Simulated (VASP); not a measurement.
# TiTe2 in VASP: further runs, part 3 of 3

VASP 6.6.1. The steps go on from the part before.

## (5) Electric field gradients, PBEsol (27.03 Å³/atom)

This run uses another cell than the first one, of 27.03 Å³/atom.

Input file INCAR:

```
SYSTEM = TiTe2
PREC = Accurate
ENCUT = 520
EDIFF = 1E-8
ISMEAR = -1
SIGMA = 0.03
LREAL = .False.
LASPH = .True.
NELM = 100
ALGO = Normal
ISIF = 2
LWAVE = .False.
LCHARG = .False.
GGA = PS
LEFG = .True.
NBANDS = 19
```

Input file KPOINTS:

```
Automatic mesh
0
Gamma
  13 13 7
  0 0 0
```

Input file POSCAR:

```
TiTe2
1.0
    3.7895491555      0.0000000000      0.0000000000
   -1.8947745777      3.2818458376      0.0000000000
    0.0000000000      0.0000000000      6.5195881985
Ti Te
1 2
Direct
    0.0000000000      0.0000000000      0.0000000000
    0.6666666667      0.3333333333      0.2628000000
    0.3333333333      0.6666666667      0.7372000000
```

Potentials or basis: VASP PAW PBE potentials, release 64 (Ti_sv, Te).

Started as:

```console
$ cat potpaw_PBE.64/Ti_sv/POTCAR potpaw_PBE.64/Te/POTCAR > POTCAR
$ mpirun -np 1 vasp_std > vasp.out
```

OUTCAR:

```text
SYSTEM = TiTe2
   PREC = Accurate
   ENCUT = 520
   EDIFF = 1E-8
   ISMEAR = -1
   LREAL = .False.
   LASPH = .True.
   NELM = 100
   ISIF = 2
   GGA = PS

 ion  position               nearest neighbor table
   1  0.000  0.000  0.000-   2 2.78   3 2.78   2 2.78   3 2.78   2 2.78   3 2.78
   2  0.667  0.333  0.263-   1 2.78   1 2.78   1 2.78
   3  0.333  0.667  0.737-   1 2.78   1 2.78   1 2.78

  LATTYP: Found a hexagonal cell.
 ALAT       =     3.7895491555
 C/A-ratio  =     1.7204126219

  Lattice vectors:

 A1 = (   3.7895491555,   0.0000000000,   0.0000000000)
 A2 = (  -1.8947745777,   3.2818458376,   0.0000000000)
 A3 = (   0.0000000000,   0.0000000000,   6.5195881985)

Analysis of symmetry for initial positions (statically):
=====================================================================
 Subroutine PRICEL returns:
 Original cell was already a primitive cell.

 Routine SETGRP: Setting up the symmetry group for a
 hexagonal supercell.

 Subroutine GETGRP returns: Found 12 space group operations
 (whereof 12 operations were pure point group operations)
 out of a pool of 24 trial point group operations.

The static configuration has the point symmetry D_3d.

Analysis of symmetry for dynamics (positions and initial velocities):
=====================================================================
 Subroutine PRICEL returns:
 Original cell was already a primitive cell.

 Routine SETGRP: Setting up the symmetry group for a
 hexagonal supercell.

 Subroutine GETGRP returns: Found 12 space group operations
[... 166 lines left out ...]
      6      -4.3173      2.00000
[... 505 lines left out ...]
      6      -4.3843      2.00000
[... 11 lines left out ...]
     18      12.1295      0.00000
     19      12.9909      0.00000

 [... further k-points ...]

------------------------ aborting loop because EDIFF is reached ----------------------------------------

  FORCE on cell =-STRESS in cart. coord.  units (eV):
  Direction    XX          YY          ZZ          XY          YZ          ZX
  --------------------------------------------------------------------------------------
  -------------------------------------------------------------------------------------
  Total       -1.5813956     -1.5813956     -1.0833827     -0.0000000      0.0000000      0.0000000
  in kB      -31.2482151    -31.2482151    -21.4075322     -0.0000000      0.0000000      0.0000000
  external PRESSURE =     -27.9679875 kB  Pullay stress =       0.0000000 kB

 VOLUME and BASIS-vectors are now :
 -----------------------------------------------------------------------------
  energy-cutoff  :      520.00
  volume of cell :       81.08
      direct lattice vectors                 reciprocal lattice vectors
     3.789549156  0.000000000  0.000000000     0.263883633  0.152353287  0.000000000
    -1.894774578  3.281845838  0.000000000     0.000000000  0.304706574  0.000000000
     0.000000000  0.000000000  6.519588199     0.000000000  0.000000000  0.153383921

 POSITION                                       TOTAL-FORCE (eV/Angst)
 -----------------------------------------------------------------------------------
      0.00000      0.00000      0.00000         0.000000      0.000000      0.000000
      1.89477      1.09395      1.71335         0.000000      0.000000     -0.172026
     -0.00000      2.18790      4.80624        -0.000000      0.000000      0.172026
 -----------------------------------------------------------------------------------
    total drift:                                0.000000     -0.000000     -0.000000

  FREE ENERGIE OF THE ION-ELECTRON SYSTEM (eV)
  ---------------------------------------------------
  free  energy   TOTEN  =       -17.5010761881 eV

  energy  without entropy=      -17.4971792663  energy(sigma->0) =      -17.49912773

 Electric field gradients (V/A^2)
---------------------------------------------------------------------
 ion       V_xx      V_yy      V_zz      V_xy      V_xz      V_yz
---------------------------------------------------------------------
   1      13.680    13.682   -27.362     0.002     0.000    -0.000
   2      30.365    30.365   -60.730    -0.000     0.000    -0.000
   3      30.365    30.365   -60.730    -0.000     0.000    -0.000
---------------------------------------------------------------------

 Electric field gradients after diagonalization (V/A^2)
 (convention: |V_zz| > |V_xx| > |V_yy|)
----------------------------------------------------------------------
 ion       V_xx      V_yy      V_zz     asymmetry (V_yy - V_xx)/ V_zz
----------------------------------------------------------------------
   1      13.683    13.679   -27.362       0.000
   2      30.365    30.365   -60.730       0.000
   3      30.365    30.365   -60.730       0.000
----------------------------------------------------------------------

           NMR quadrupolar parameters

 Cq : quadrupolar parameter    Cq=e*Q*V_zz/h
 eta: asymmetry parameters     (V_yy - V_xx)/ V_zz
 Q  : nuclear electric quadrupole moment in mb (millibarn)
----------------------------------------------------------------------
 ion       Cq(MHz)       eta       Q (mb)
----------------------------------------------------------------------
   1      -0.066       0.000       1.000
   2      -0.147       0.000       1.000
   3      -0.147       0.000       1.000
----------------------------------------------------------------------
```

OSZICAR:

```text
N       E                     dE             d eps       ncg     rms          rms(c)
DAV:   1     0.175681780049E+03    0.17568E+03   -0.10704E+04  4788   0.117E+03
DAV:   2    -0.351579786883E+01   -0.17920E+03   -0.17453E+03  5023   0.296E+02
DAV:   3    -0.193775908462E+02   -0.15862E+02   -0.15489E+02  7383   0.825E+01
DAV:   4    -0.199485011947E+02   -0.57091E+00   -0.56827E+00  6244   0.143E+01
DAV:   5    -0.199682694081E+02   -0.19768E-01   -0.19760E-01  6932   0.265E+00    0.123E+01
DAV:   6    -0.200115736808E+02   -0.43304E-01   -0.39616E+01  5280   0.386E+01    0.147E+01
DAV:   7    -0.178099216423E+02    0.22017E+01   -0.34069E+01  6039   0.330E+01    0.551E+00
DAV:   8    -0.175066257976E+02    0.30330E+00   -0.16301E+00  5708   0.857E+00    0.182E+00
DAV:   9    -0.175303359838E+02   -0.23710E-01   -0.33983E-01  6498   0.354E+00    0.179E+00
DAV:  10    -0.175076454782E+02    0.22691E-01   -0.40243E-01  5734   0.419E+00    0.928E-01
DAV:  11    -0.175011639891E+02    0.64815E-02   -0.48662E-02  5589   0.152E+00    0.380E-01
DAV:  12    -0.175013846532E+02   -0.22066E-03   -0.40451E-03  5792   0.434E-01    0.286E-01
DAV:  13    -0.175010886937E+02    0.29596E-03   -0.10687E-03  5814   0.224E-01    0.649E-02
DAV:  14    -0.175010907881E+02   -0.20944E-05   -0.27332E-05  5568   0.391E-02    0.492E-02
DAV:  15    -0.175010838091E+02    0.69790E-05   -0.68473E-06  6220   0.199E-02    0.332E-02
DAV:  16    -0.175010760317E+02    0.77774E-05   -0.36839E-05  6135   0.373E-02    0.296E-03
DAV:  17    -0.175010761799E+02   -0.14819E-06   -0.80147E-07  5483   0.584E-03    0.276E-03
DAV:  18    -0.175010761881E+02   -0.81509E-08   -0.41209E-08  5189   0.146E-03
   1 F= -.17501076E+02 E0= -.17499128E+02  d E =-.389692E-02
```

It took 2 min on 1 thread of Intel Xeon Platinum 8488C (Sapphire Rapids), shared host; peak memory 0.32 GiB.

What came out:

```
Free energy                             : -17.5011 eV
Pressure                                : -2.8 GPa
Largest force                           : 0.172 eV/Å
Band gap on the k mesh                  : zero (bands 12 and 13 overlap by 0.65 eV)
Largest electric field gradient by atom : Ti -27.4; Te -60.7 V/Å²
```

Forces in eV/Å, atoms in the order of the input:
```
Ti   0.000  0.000  0.000
Te   0.000  0.000 -0.172
Te   0.000  0.000  0.172
```

Electric field gradients, principal values (V/Å²):
| atom | least | middle | greatest (by size) |
| --- | --- | --- | --- |
| 1 Ti | 13.679 | 13.683 | -27.362 |
| 2 Te | 30.365 | 30.365 | -60.730 |
| 3 Te | 30.365 | 30.365 | -60.730 |

Caveat: without QUAD_EFG the Cq values of the log hold for a quadrupole moment of 1 mb, not for the nuclei; the PAW data sets were made with another functional, which shifts forces and pressure a little; spin-orbit coupling is left out, which moves the levels of the heavy elements; this functional lacks dispersion, which binds layers or chains, so the pressure and a relaxed spacing across them are unreliable.

## (6) Electric field gradients, PBEsol (equal xy, yz and zx shear strains of +2 %)

Input file INCAR:

```
SYSTEM = TiTe2
PREC     = Accurate       ! precision mode
ENCUT    = 520            ! plane-wave cutoff, eV
EDIFF    = 1E-8           ! SCF threshold, eV
ISMEAR   = -1             ! smearing method
SIGMA    = 0.03           ! smearing width, eV
LREAL    = .False.        ! projectors in reciprocal space
LASPH    = .True.         ! aspherical terms in the spheres
NELM     = 60             ! most SCF steps
ALGO     = Normal         ! electronic algorithm
ISIF     = 2              ! what is computed and relaxed
LWAVE    = .False.        ! write WAVECAR
LCHARG   = .False.        ! write CHGCAR
GGA      = PS             ! functional
LEFG     = .True.       
NBANDS   = 19             ! bands
```

KPOINTS is that of step 5.

Input file POSCAR:

```
TiTe2
1.0
    3.7770008876      0.0377700089      0.0377700089
   -1.8557906566      3.2520937144      0.0138247828
    0.0649800000      0.0649800000      6.4980000000
Ti Te
1 2
Direct
    0.0000000000      0.0000000000      0.0000000000
    0.6666666667      0.3333333333      0.2628000000
    0.3333333333      0.6666666667      0.7372000000
```

Potentials or basis: VASP PAW PBE potentials, release 64 (Ti_sv, Te).

Started as:

```console
$ cat potpaw_PBE.64/Ti_sv/POTCAR potpaw_PBE.64/Te/POTCAR > POTCAR
$ mpirun -np 1 vasp_std > vasp.out
```

OUTCAR:

```text
SYSTEM = TiTe2
   PREC = Accurate
   ENCUT = 520
   EDIFF = 1E-8
   ISMEAR = -1
   LREAL = .False.
   LASPH = .True.
   NELM = 60
   ISIF = 2
   GGA = PS

 ion  position               nearest neighbor table
   1  0.000  0.000  0.000-   3 2.74   2 2.74   3 2.75   2 2.75   2 2.82   3 2.82
   2  0.667  0.333  0.263-   1 2.74   1 2.75   1 2.82
   3  0.333  0.667  0.737-   1 2.74   1 2.75   1 2.82

  LATTYP: Found a triclinic cell.
 ALAT       =     3.8101068347
 B/A-ratio  =     2.3958619261
 C/A-ratio  =     0.9914101448
 COS(alpha) =     0.0000967801
 COS(beta)  =     0.5129592076
 COS(gamma) =     0.6031344246

  Lattice vectors:

 A1 = (  -1.9212102310,  -3.2898637233,  -0.0515947917)
 A2 = (  -0.0004395744,  -6.4769774377,   6.4325804255)
 A3 = (  -3.7770008876,  -0.0377700089,  -0.0377700089)

Analysis of symmetry for initial positions (statically):
[... 728 lines left out ...]
     0.064980000  0.064980000  6.498000000    -0.001524000 -0.001524000  0.153923986

 POSITION                                       TOTAL-FORCE (eV/Angst)
 -----------------------------------------------------------------------------------
      0.00000      0.00000      0.00000        -0.000000     -0.000000     -0.000000
      1.91648      1.12629      1.73746        -0.158884     -0.124420     -0.070689
      0.06971      2.22856      4.81213         0.158884      0.124420      0.070689
 -----------------------------------------------------------------------------------
    total drift:                                0.000000     -0.000000     -0.000000

  FREE ENERGIE OF THE ION-ELECTRON SYSTEM (eV)
  ---------------------------------------------------
  free  energy   TOTEN  =       -17.4967081740 eV

  energy  without entropy=      -17.4926042073  energy(sigma->0) =      -17.49465619

 Electric field gradients (V/A^2)
---------------------------------------------------------------------
 ion       V_xx      V_yy      V_zz      V_xy      V_xz      V_yz
---------------------------------------------------------------------
   1      17.258    10.341   -27.599     5.769    10.410     5.388
   2      39.539    20.138   -59.677    10.615    23.050    13.278
   3      39.539    20.138   -59.677    10.615    23.050    13.278
---------------------------------------------------------------------

 Electric field gradients after diagonalization (V/A^2)
 (convention: |V_zz| > |V_xx| > |V_yy|)
----------------------------------------------------------------------
 ion       V_xx      V_yy      V_zz     asymmetry (V_yy - V_xx)/ V_zz
----------------------------------------------------------------------
   1      23.225     7.078   -30.303       0.533
   2      50.576    15.540   -66.116       0.530
   3      50.576    15.540   -66.116       0.530
----------------------------------------------------------------------

           NMR quadrupolar parameters

 Cq : quadrupolar parameter    Cq=e*Q*V_zz/h
 eta: asymmetry parameters     (V_yy - V_xx)/ V_zz
 Q  : nuclear electric quadrupole moment in mb (millibarn)
----------------------------------------------------------------------
 ion       Cq(MHz)       eta       Q (mb)
----------------------------------------------------------------------
   1      -0.073       0.533       1.000
   2      -0.160       0.530       1.000
   3      -0.160       0.530       1.000
----------------------------------------------------------------------
```

It took 7.5 min on 1 thread of AMD EPYC 9R45 (Zen 5), shared host; peak memory 0.86 GiB.

Results:

| Quantity | Value |
| --- | --- |
| Free energy | -17.4967 eV |
| Pressure | -2.1 GPa |
| Largest force | 0.214 eV/Å |
| Band gap on the k mesh | zero (bands 12 and 13 overlap by 0.71 eV) |
| Largest electric field gradient by atom | Ti -30.3; Te -66.1 V/Å² |

Forces in eV/Å, atoms in the order of the input:
```
Ti   0.000  0.000  0.000
Te  -0.159 -0.124 -0.071
Te   0.159  0.124  0.071
```

Electric field gradients, principal values (V/Å²):
```csv
atom,least,middle,greatest (by size)
1 Ti,7.078,23.225,-30.303
2 Te,15.540,50.576,-66.116
3 Te,15.540,50.576,-66.116
```

Caveat: the cell differs from its parent crystal (equal xy, yz and zx shear strains of +2 %); without QUAD_EFG the Cq values of the log hold for a quadrupole moment of 1 mb, not for the nuclei; the PAW data sets were made with another functional, which shifts forces and pressure a little; spin-orbit coupling is left out, which moves the levels of the heavy elements.

## (7) Overview

```tsv
cell	gap on the mesh (eV)	pressure (GPa)	largest force (eV/Å)
a = 3.752, b = 3.752, c = 6.454 Å, angles 90.0, 90.0, 120.0°, 3 atoms	none	-1.0	0.08
a = 3.790, b = 3.790, c = 6.520 Å, angles 90.0, 90.0, 120.0°, 3 atoms	none	-2.8	0.17
a = 3.777, b = 3.744, c = 6.499 Å, angles 89.6, 88.8, 119.1°, 3 atoms	none	-2.1	0.21
```

Alike in all rows: task electric field gradients; level PBEsol; potentials or basis VASP PAW PBE potentials, release 64 (Ti_sv, Te); no spin polarisation; k mesh 13 × 13 × 7; cutoff (eV) 520; smearing fermi-dirac 0.03 eV.

Caveats: the PAW data sets were made with another functional, which shifts forces and pressure a little; spin-orbit coupling is left out, which moves the levels of the heavy elements; this functional lacks dispersion, which binds layers or chains, so the pressure and a relaxed spacing across them are unreliable (at least some runs).

Absolute energies hang on the potentials; compare differences alone.
